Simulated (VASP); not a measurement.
# GaS (P6_3/mmc) in VASP: single point with PBE

Aim: the single point of GaS with PBE.

All numbers are computed with VASP 6.6.1; they aren't measurements. Logs are shortened: lines on timing, memory, paths and dates and some standing lists are left out, and cuts for length are marked.

**1. The cell of the first run**

It takes space group P6_3/mmc (No. 194, hexagonal). The conventional cell has a = 3.585 Å, b = 3.585 Å, c = 15.965 Å, α = 90.00°, β = 90.00°, γ = 120.00°. Ga (site symmetry 3m) has 3 S at 2.34 Å and 1 Ga at 2.46 Å within 3.1 Å. S (site symmetry 3m) has 3 Ga at 2.34 Å within 3.1 Å.

**2. Single point, PBE (z stretched by +3 %, then relaxed in part)**

File INCAR:

```
SYSTEM = GaS
ALGO = Normal
EDIFF = 1E-6
ENCUT = 500
GGA = PE
GGA_COMPAT = .False.
ISIF = 2
ISMEAR = -1
LASPH = .True.
LCHARG = .True.
LELF = .True.
LREAL = .False.
LVHAR = .True.
LWAVE = .False.
NBANDS = 48
NELM = 120
PREC = Accurate
SIGMA = 0.02
```

File KPOINTS:

```
k-points
0
Gamma
  14 14 3
  0 0 0
```

File POSCAR:

```
GaS
1.0
    3.5850000000      0.0000000000      0.0000000000
   -1.7925000000      3.1047010726      0.0000000000
    0.0000000000      0.0000000000     15.9650000000
Ga S
4 4
Direct
    0.3333333333      0.6666666667      0.1730321303
    0.6666666667      0.3333333333      0.6730321303
    0.3333333333      0.6666666667      0.3269678697
    0.6666666667      0.3333333333      0.8269678697
    0.3333333333      0.6666666667      0.6043257403
    0.6666666667      0.3333333333      0.1043257403
    0.3333333333      0.6666666667      0.8956742597
    0.6666666667      0.3333333333      0.3956742597
```

Potentials or basis: VASP PAW PBE potentials, release 64 (Ga_d, S).

Run with:

```
$ cat potpaw_PBE.64/Ga_d/POTCAR potpaw_PBE.64/S/POTCAR > POTCAR
$ mpirun -np 1 vasp_std > vasp.out
```

OUTCAR:

```text
SYSTEM = GaS
   EDIFF = 1E-6
   ENCUT = 500
   GGA = PE
   ISIF = 2
   ISMEAR = -1
   LASPH = .True.
   LREAL = .False.
   NELM = 120
   PREC = Accurate

 ion  position               nearest neighbor table
   1  0.333  0.667  0.173-   6 2.34   6 2.34   6 2.34   3 2.46
   2  0.667  0.333  0.673-   5 2.34   5 2.34   5 2.34   4 2.46
   3  0.333  0.667  0.327-   8 2.34   8 2.34   8 2.34   1 2.46
   4  0.667  0.333  0.827-   7 2.34   7 2.34   7 2.34   2 2.46
   5  0.333  0.667  0.604-   2 2.34   2 2.34   2 2.34
   6  0.667  0.333  0.104-   1 2.34   1 2.34   1 2.34
   7  0.333  0.667  0.896-   4 2.34   4 2.34   4 2.34
   8  0.667  0.333  0.396-   3 2.34   3 2.34   3 2.34

  LATTYP: Found a hexagonal cell.
 ALAT       =     3.5850000000
 C/A-ratio  =     4.4532775453

  Lattice vectors:

 A1 = (   3.5850000000,   0.0000000000,   0.0000000000)
 A2 = (  -1.7925000000,   3.1047010726,   0.0000000000)
 A3 = (   0.0000000000,   0.0000000000,  15.9650000000)

Analysis of symmetry for initial positions (statically):
=====================================================================
 Subroutine PRICEL returns:
 Original cell was already a primitive cell.

 Routine SETGRP: Setting up the symmetry group for a
 hexagonal supercell.

 Subroutine GETGRP returns: Found 24 space group operations
 (whereof 12 operations were pure point group operations)
 out of a pool of 24 trial point group operations.

The static configuration has the point symmetry D_3d.
 The point group associated with its full space group is D_6h.

Analysis of symmetry for dynamics (positions and initial velocities):
=====================================================================
 Subroutine PRICEL returns:
 Original cell was already a primitive cell.

 Routine SETGRP: Setting up the symmetry group for a
 hexagonal supercell.

 Subroutine GETGRP returns: Found 24 space group operations
 (whereof 12 operations were pure point group operations)
 out of a pool of 24 trial point group operations.

The dynamic configuration has the point symmetry D_3d.
 The point group associated with its full space group is D_6h.

 Subroutine INISYM returns: Found 24 space group operations
 (whereof 12 operations are pure point group operations),
 and found     1 'primitive' translations

----------------------------------------------------------------------------------------

                                     Primitive cell

  volume of cell :     177.6961

  direct lattice vectors                    reciprocal lattice vectors
     3.585000000  0.000000000  0.000000000     0.278940028  0.161046100  0.000000000
    -1.792500000  3.104701073  0.000000000     0.000000000  0.322092200  0.000000000
     0.000000000  0.000000000 15.965000000     0.000000000  0.000000000  0.062637018

  length of vectors
     3.585000000  3.585000000 15.965000000     0.322092200  0.322092200  0.062637018

  position of ions in fractional coordinates (direct lattice)
     0.333333333  0.666666667  0.173032130
     0.666666667  0.333333333  0.673032130
     0.333333333  0.666666667  0.326967870
     0.666666667  0.333333333  0.826967870
     0.333333333  0.666666667  0.604325740
     0.666666667  0.333333333  0.104325740
     0.333333333  0.666666667  0.895674260
     0.666666667  0.333333333  0.395674260

  ion indices of the primitive-cell ions
   primitive index   ion index
                 1           1
                 2           2
                 3           3
                 4           4
                 5           5
                 6           6
                 7           7
                 8           8

----------------------------------------------------------------------------------------

 KPOINTS: k-points

Automatic generation of k-mesh.
 Grid dimensions read from file:
 generate k-points for:   14   14    3

 Generating k-lattice:

  Cartesian coordinates                     Fractional coordinates (reciprocal lattice)
     0.019924288  0.011503293  0.000000000     0.071428571  0.000000000  0.000000000
     0.000000000  0.023006586  0.000000000     0.000000000  0.071428571  0.000000000
     0.000000000  0.000000000  0.020879006     0.000000000  0.000000000  0.333333333

  Length of vectors
     0.023006586  0.023006586  0.020879006

  Shift w.r.t. Gamma in fractional coordinates (k-lattice)
     0.000000000  0.000000000  0.000000000

 Subroutine IBZKPT returns following result:
 ===========================================

 Found     48 irreducible k-points:

 Following reciprocal coordinates:
            Coordinates               Weight
  0.000000  0.000000  0.000000      1.000000
  0.071429  0.000000  0.000000      6.000000
  0.142857  0.000000  0.000000      6.000000
  0.214286  0.000000  0.000000      6.000000
  0.285714  0.000000  0.000000      6.000000
  0.357143  0.000000  0.000000      6.000000
[... 16 lines left out ...]
  0.285714  0.285714  0.000000      6.000000
  0.357143  0.285714  0.000000      6.000000
 [... further k-points ...]
   k-points           NKPTS =     48   k-points in BZ     NKDIM =     48   number of bands    NBANDS=     48
   number of dos      NEDOS =    301   number of ions     NIONS =      8
   total plane-waves  NPLWV =  94080
   dimension x,y,z NGX =    28 NGY =   28 NGZ =  120
   dimension x,y,z NGXF=    56 NGYF=   56 NGZF=  240
   ions per type =               4   4
   NGX,Y,Z   is equivalent  to a cutoff of  12.98, 12.98, 12.50 a.u.
   NGXF,Y,Z  is equivalent  to a cutoff of  25.97, 25.97, 24.99 a.u.
 SYSTEM =  GaS
   PREC   = accura    normal or accurate (medium, high low for compatibility)
   ISTART =      0    job   : 0-new  1-cont  2-samecut
   ICHARG =      2    charge: 1-file 2-atom 10-const
   ISPIN  =      1    spin polarized calculation?
   LNONCOLLINEAR =      F non collinear calculations
   LSORBIT =      F    spin-orbit coupling
   LASPH  =      T    aspherical Exc in radial PAW
   ENCUT  =  500.0 eV  36.75 Ry    6.06 a.u.   6.54  6.54 29.11*2*pi/ulx,y,z
   NELM   =    120;   NELMIN=  2; NELMDL= -5     # of ELM steps
   EDIFF  = 0.1E-05   stopping-criterion for ELM
   LREAL  =      F    real-space projection
   EDIFFG = 0.1E-04   stopping-criterion for IOM
   NSW    =      0    number of steps for IOM
   IBRION =     -1    ionic relax: 0-MD 1-quasi-New 2-CG
   NFREE  =      0    steps in history (QN), initial steepest desc. (CG)
   ISIF   =      2    stress and relaxation
   ISYM   =      2    0-nonsym 1-usesym 2-fastsym
   POTIM  = 0.5000    time-step for ionic-motion
   TEBEG  =    0.0;   TEEND  =   0.0 temperature during run
   PSTRESS=    0.0 pullay stress
   NELECT =      76.0000    total number of electrons
   NUPDOWN=      -1.0000    fix difference up-down
   EMIN   =  10.00;   EMAX   =-10.00  energy-range for DOS
   EFERMI =   0.00;   METHOD = LEGACY
   ISMEAR =    -1;   SIGMA  =   0.02  broadening in eV -4-tet -1-fermi 0-gaus
   EFERMI_NEDOS =   21; number of points for ismear=-14 and -15
   IALGO  =     38    algorithm
   IMIX   =      4    mixing-type and parameters
     AMIX     =   0.40;   BMIX     =  1.00
     AMIX_MAG =   1.60;   BMIX_MAG =  1.00
  volume/ion in A,a.u.               =      22.21       149.89
  Fermi-wavevector in a.u.,A,eV,Ry     =   1.233446  2.330875 20.699748  1.521389
  Thomas-Fermi vector in A             =   2.368176
   LORBIT       =      0    0 simple, 1 ext, 2 COOP (PROOUT), +10 PAW based schemes
   GGA     = PE    functional components
   LHFCALC =     F    Hartree Fock is set to
   AEXX    =    0.0000 exact exchange contribution
   IVDW    =     0    specifies the selected vdW correction
   LEPSILON=     F    determine dielectric tensor
   LRPA    =     F    only Hartree local field effects (RPA)
 non-spin polarized calculation
  energy-cutoff  :      500.00
  volume of cell :      177.70
 maximum number of plane-waves:      4583
 NGX is ok and might be reduce to    28
   NGX = 13   NGY = 13   NGZ = 59

 number of electron      76.0000026 magnetization

 Free energy of the ion-electron system (eV)
  ---------------------------------------------------
  ext. energy  EPLUGINS =         0.00000000
  ---------------------------------------------------
  free energy    TOTEN  =       -33.27138512 eV

  energy without entropy =      -33.27138512  energy(sigma->0) =      -33.27138512

 E-fermi :   3.8788     XC(G=0):  -9.3117

 val. band max:        3.4836872650   @ k =   0.0000   0.0000   0.0000
 cond. band min:       5.2948280696   @ k =   0.5000   0.0000   0.0000
 fundamental gap:      1.8111408047
 Fermi energy:         3.8787624397

 k-point     1 :       0.0000    0.0000    0.0000
  band No.  band energies     occupation
      1     -11.2887      2.00000
      2     -11.2868      2.00000
      3     -11.1645      2.00000
      4     -11.1645      2.00000
      5     -11.1644      2.00000
      6     -11.1644      2.00000
[... 40 lines left out ...]
     47       9.5358      0.00000
     48       9.5398      0.00000

 k-point     2 :       0.0714    0.0000    0.0000
  band No.  band energies     occupation
      1     -11.2933      2.00000
      2     -11.2908      2.00000
      3     -11.1806      2.00000
      4     -11.1790      2.00000
      5     -11.1626      2.00000
      6     -11.1625      2.00000
[... 40 lines left out ...]
     47       9.3029      0.00000
     48       9.6485      0.00000

 k-point     3 :       0.1429    0.0000    0.0000
  band No.  band energies     occupation
      1     -11.3123      2.00000
      2     -11.3077      2.00000
      3     -11.2102      2.00000
      4     -11.2069      2.00000
      5     -11.2042      2.00000
      6     -11.2019      2.00000
[... 1060 lines left out ...]
     47       9.8851      0.00000
     48       9.9579      0.00000

 k-point    24 :       0.3571    0.2857    0.0000
  band No.  band energies     occupation
      1     -11.4358      2.00000
      2     -11.4350      2.00000
      3     -11.3722      2.00000
      4     -11.3713      2.00000
      5     -11.2107      2.00000
      6     -11.2106      2.00000
[... 40 lines left out ...]
     47      10.0398      0.00000
     48      10.1662      0.00000

 [... further k-points ...]

------------------------ aborting loop because EDIFF is reached ----------------------------------------

  FORCE on cell =-STRESS in cart. coord.  units (eV):
  Direction    XX          YY          ZZ          XY          YZ          ZX
  --------------------------------------------------------------------------------------
  -------------------------------------------------------------------------------------
  Total        2.1151669      2.1151669      1.3192906      0.0000000      0.0000000      0.0000000
  in kB       19.0711706     19.0711706     11.8952388      0.0000000      0.0000000      0.0000000
  external PRESSURE =      16.6791933 kB  Pullay stress =       0.0000000 kB

 VOLUME and BASIS-vectors are now :
 -----------------------------------------------------------------------------
  energy-cutoff  :      500.00
  volume of cell :      177.70
      direct lattice vectors                 reciprocal lattice vectors
     3.585000000  0.000000000  0.000000000     0.278940028  0.161046100  0.000000000
    -1.792500000  3.104701073  0.000000000     0.000000000  0.322092200  0.000000000
     0.000000000  0.000000000 15.965000000     0.000000000  0.000000000  0.062637018

 POSITION                                       TOTAL-FORCE (eV/Angst)
 -----------------------------------------------------------------------------------
     -0.00000      2.06980      2.76246         0.000000     -0.000000     -0.003859
      1.79250      1.03490     10.74496        -0.000000     -0.000000     -0.003859
     -0.00000      2.06980      5.22004         0.000000      0.000000      0.003859
      1.79250      1.03490     13.20254        -0.000000      0.000000      0.003859
     -0.00000      2.06980      9.64806        -0.000000      0.000000     -0.004742
      1.79250      1.03490      1.66556        -0.000000      0.000000     -0.004742
     -0.00000      2.06980     14.29944        -0.000000     -0.000000      0.004742
      1.79250      1.03490      6.31694        -0.000000     -0.000000      0.004742
 -----------------------------------------------------------------------------------
    total drift:                               -0.000000      0.000000      0.000000

  FREE ENERGIE OF THE ION-ELECTRON SYSTEM (eV)
  ---------------------------------------------------
  free  energy   TOTEN  =       -33.2713851187 eV

  energy  without entropy=      -33.2713851187  energy(sigma->0) =      -33.27138512
```

Run time: 6.5 min. Hardware: 1 thread of Intel Xeon Platinum 8259CL at 2.50GHz (Skylake/Cascade Lake), shared host; peak memory 0.45 GiB.

Results:

| Quantity | Value |
| --- | --- |
| Free energy | -33.2714 eV |
| Pressure | 1.7 GPa |
| Largest force | 0.005 eV/Å |
| Band gap on the k mesh | 1.81 eV (least direct gap 1.88 eV) |

Forces in eV/Å, atoms in the order of the input:
```
Ga   0.000  0.000 -0.004
Ga   0.000  0.000 -0.004
Ga   0.000  0.000  0.004
Ga   0.000  0.000  0.004
S    0.000  0.000 -0.005
S    0.000  0.000 -0.005
S    0.000  0.000  0.005
S    0.000  0.000  0.005
```

Stress tensor (GPa, compression positive):
```
1.91 0.00 0.00
0.00 1.91 0.00
0.00 0.00 1.19
```

Caveat: the cell differs from its parent crystal (z stretched by +3 %, then relaxed in part); an odd mesh through Γ misses points on the zone boundary, where band edges can lie; this functional lacks dispersion, which binds the layers, so the pressure and a relaxed spacing across them are unreliable.
